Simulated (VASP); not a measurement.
Runs of VASP 6.6.1 on ZnS. The structure is that of space group F-43m (No. 216), or close to it. The cells are those of the table. 

| task | cell | cutoff (eV) | smearing | ions in elastic constants | gap on the mesh (eV) | pressure (GPa) |
| --- | --- | --- | --- | --- | --- | --- |
| single point | a = 3.918 Å, angles 60.0°, 2 atoms | 500 | gaussian 0.05 eV | - | 1.79 | (a) |
| single point | a = 3.849 Å, angles 60.0°, 2 atoms | 500 | gaussian 0.05 eV | - | 2.02 | 0.1 |
| single point | a = 3.882 Å, angles 60.0°, 2 atoms | 500 | gaussian 0.05 eV | - | 1.91 | -1.5 |
| single point | a = 3.849 Å, angles 60.0°, 2 atoms | 500 | gaussian 0.02 eV | - | 2.02 | 0.1 |

Alike in all rows: level PBE; potentials or basis VASP PAW PBE potentials, release 64 (Zn, S); no spin polarisation; k mesh 6 × 6 × 6.

Q: Fill in the values left out.

A: (a) -3.2.

